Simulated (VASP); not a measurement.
# Hg (R-3m) in VASP: notebook, part 2 of 2

VASP 6.6.1. The steps go on from the part before.

### 4 Single point, PBEsol (21.03 Å³/atom)

This run uses another cell than the first one, of 21.03 Å³/atom.

INCAR reads:

```
SYSTEM = Hg
PREC = Accurate
ENCUT = 520
EDIFF = 1E-7
ISMEAR = -1
SIGMA = 0.1
LREAL = .False.
LASPH = .True.
NELM = 100
ALGO = Normal
ISIF = 2
LWAVE = .False.
LCHARG = .False.
GGA = PS
NBANDS = 12
```

KPOINTS reads:

```
Automatic mesh
0
Gamma
  18 18 18
  0 0 0
```

POSCAR reads:

```
Hg
1.0
    1.6984910081      0.9806242407      2.1038969732
   -1.6984910081      0.9806242407      2.1038969732
    0.0000000000     -1.9612484815      2.1038969731
Hg
1
Direct
    0.0000000000      1.0000000000      1.0000000000
```

Launch:

```console
cat potpaw_PBE.64/Hg/POTCAR > POTCAR
mpirun -np 1 vasp_std > vasp.out
```

Wall time 34 s (1 thread of Intel Xeon 6975P-C (Granite Rapids), shared host); peak memory 0.26 GiB.

It converged, with:

| Item | Value |
| --- | --- |
| Free energy | -0.4880 eV |
| Pressure | 9.4 GPa |
| Band gap on the k mesh | zero (bands 6 and 7 overlap by 3.83 eV) |

Stress tensor (GPa, compression positive):
```
 8.25  0.00  0.00
 0.00  8.25  0.00
 0.00  0.00 11.85
```

Levels at points of the mesh, in eV from the Fermi level:
| k point | band 4 | band 5 | band 6 | band 7 | band 8 | band 9 |
| --- | --- | --- | --- | --- | --- | --- |
| (0.00, 0.00, 0.00) | -6.57 | -6.42 | -6.42 | 12.22 | 13.01 | 13.01 |
| (0.50, 0.00, 0.00) | -6.58 | -6.17 | -2.71 | -2.07 | 12.85 | 13.40 |
| (0.50, 0.50, 0.00) | -6.23 | -5.43 | -0.50 | 1.34 | 4.37 | 10.33 |
| (0.50, 0.50, 0.50) | -5.54 | -5.54 | -0.20 | 2.35 | 9.44 | 9.44 |

Caveat: the cell stands under pressure; the PAW data sets were made with another functional, which shifts forces and pressure a little; spin-orbit coupling is left out, which moves the levels of the heavy elements.

### 5 Single point, PBEsol (21.98 Å³/atom)

This run uses another cell than the first one, of 21.98 Å³/atom.

INCAR reads:

```
ALGO = Normal ; EDIFF = 1E-6
ENCUT = 520 ; GGA = PS
ISIF = 2 ; ISMEAR = -1
LASPH = T ; LCHARG = T
LELF = T ; LREAL = F
LVHAR = T ; LWAVE = F
NBANDS = 12 ; NELM = 80
PREC = Accurate ; SIGMA = 0.1
```

KPOINTS reads:

```
k-points
0
Gamma
  18 18 18
```

POSCAR reads:

```
Hg
1.0
    1.7238453582      0.9952625816      2.1353030507
   -1.7238453582      0.9952625816      2.1353030507
    0.0000000000     -1.9905251632      2.1353030507
Hg
1
Direct
    0.0000000000      1.0000000000      1.0000000000
```

Potentials or basis: VASP PAW PBE potentials, release 64 (Hg).

Launch:

```console
cat potpaw_PBE.64/Hg/POTCAR > POTCAR
mpirun -np 1 vasp_std > vasp.out
```

OUTCAR:

```text
EDIFF = 1E-6
   ENCUT = 520
   GGA = PS
   ISIF = 2
   ISMEAR = -1
   LASPH = T
   LREAL = F
   NELM = 80
   PREC = Accurate

 ion  position               nearest neighbor table
   1  0.000  0.000  0.000-

  LATTYP: Found a trigonal (rhomboedric) cell.
 ALAT       =     2.9191967292
 COS(alpha) =     0.3025712027

  Lattice vectors:

 A1 = (   1.7238453582,   0.9952625816,   2.1353030507)
 A2 = (  -1.7238453582,   0.9952625816,   2.1353030507)
 A3 = (   0.0000000000,  -1.9905251632,   2.1353030507)

Analysis of symmetry for initial positions (statically):
=====================================================================
 Subroutine PRICEL returns:
 Original cell was already a primitive cell.

 Routine SETGRP: Setting up the symmetry group for a
 trigonal (rhombohedral) supercell.

 Subroutine GETGRP returns: Found 12 space group operations
 (whereof 12 operations were pure point group operations)
 out of a pool of 12 trial point group operations.

The static configuration has the point symmetry D_3d.

[... 166 lines left out ...]
  band No.  band energies     occupation
      1      -6.6454      2.00000
      2      -4.9485      2.00000
      3      -4.9485      2.00000
      4      -3.2189      2.00000
      5      -3.0858      2.00000
      6      -3.0858      2.00000
      7      15.3396      0.00000
      8      15.9460      0.00000
      9      15.9460      0.00000
     10      20.5564      0.00000
     11      21.9907      0.00000
     12      21.9907      0.00000
[... 331 lines left out ...]
 k-point    24 :      -0.2222    0.0556   -0.0000
  band No.  band energies     occupation
      1      -5.6684      2.00000
      2      -4.8813      2.00000
      3      -4.2577      2.00000
      4      -3.2294      2.00000
      5      -3.1986      2.00000
      6      -3.0319      2.00000
      7       9.1770      0.00000
      8      14.6576      0.00000
      9      16.8275      0.00000
     10      20.9307      0.00000
     11      22.9749      0.00000
     12      23.2787      0.00000

 [... further k-points ...]

------------------------ aborting loop because EDIFF is reached ----------------------------------------

  FORCE on cell =-STRESS in cart. coord.  units (eV):
  Direction    XX          YY          ZZ          XY          YZ          ZX
  --------------------------------------------------------------------------------------
  -------------------------------------------------------------------------------------
  Total        0.6548464      0.6548464      0.9295667      0.0000000     -0.0000000      0.0000000
  in kB       47.7312980     47.7312980     67.7554715      0.0000000     -0.0000000      0.0000000
  external PRESSURE =      54.4060225 kB  Pullay stress =       0.0000000 kB

 VOLUME and BASIS-vectors are now :
 -----------------------------------------------------------------------------
  energy-cutoff  :      520.00
  volume of cell :       21.98
      direct lattice vectors                 reciprocal lattice vectors
     1.723845358  0.995262582  2.135303051     0.290049219  0.167459995  0.156105867
    -1.723845358  0.995262582  2.135303051    -0.290049219  0.167459995  0.156105867
     0.000000000 -1.990525163  2.135303051     0.000000000 -0.334919989  0.156105867

 POSITION                                       TOTAL-FORCE (eV/Angst)
 -----------------------------------------------------------------------------------
      0.00000      0.00000      0.00000         0.000000     -0.000000     -0.000000
 -----------------------------------------------------------------------------------
    total drift:                                0.000000      0.000000      0.000000

  FREE ENERGIE OF THE ION-ELECTRON SYSTEM (eV)
  ---------------------------------------------------
  free  energy   TOTEN  =        -0.5324805121 eV

  energy  without entropy=       -0.5226795310  energy(sigma->0) =       -0.52758002
```

stdout:

```text
POSCAR found type information on POSCAR Hg
 POSCAR found :  1 types and       1 ions
 scaLAPACK will be used
 -----------------------------------------------------------------------------
|                                                                             |
|                                                                             |
|     You enforced a specific xc type in the INCAR file but a different       |
|     I HOPE YOU KNOW WHAT YOU ARE DOING!                                     |
|                                                                             |
 -----------------------------------------------------------------------------

 LDA part: xc-table for (Slater+PW92), standard interpolation
 POSCAR, INCAR and KPOINTS ok, starting setup
 FFT: planning ... GRIDC
 FFT: planning ... GRID_SOFT
 FFT: planning ... GRID
 WAVECAR not read
 entering main loop
```

Run time: 37 s. Hardware: 1 thread of Intel Xeon 6975P-C (Granite Rapids), shared host; peak memory 0.26 GiB.

Results:

* Free energy: -0.5325 eV
* Pressure: 5.4 GPa
* Band gap on the k mesh: zero (bands 6 and 7 overlap by 3.73 eV)

Caveat: the cell stands under pressure; the PAW data sets were made with another functional, which shifts forces and pressure a little; spin-orbit coupling is left out, which moves the levels of the heavy elements.

### 6 Summary

```tsv
task	cell	k mesh	cutoff (eV)	gap on the mesh (eV)	pressure (GPa)
single point	a = 3.001 Å, angles 72.4°, 1 atom	11 × 11 × 11	520	none	0.4
relaxation of cell and atoms	relaxed from a = 2.992 Å, angles 70.6°, 1 atom	11 × 11 × 11	600	none	0.0
single point	a = 2.876 Å, angles 72.4°, 1 atom	18 × 18 × 18	520	none	9.4
single point	a = 2.919 Å, angles 72.4°, 1 atom	18 × 18 × 18	520	none	5.4
```

Alike in all rows: level PBEsol; potentials or basis VASP PAW PBE potentials, release 64 (Hg); no spin polarisation; smearing fermi-dirac 0.1 eV.

Caveats: the PAW data sets were made with another functional, which shifts forces and pressure a little; spin-orbit coupling is left out, which moves the levels of the heavy elements; the cell stands under pressure (at least some runs).

Total energies depend on the potentials used, so only differences within one code and one set of settings carry meaning.
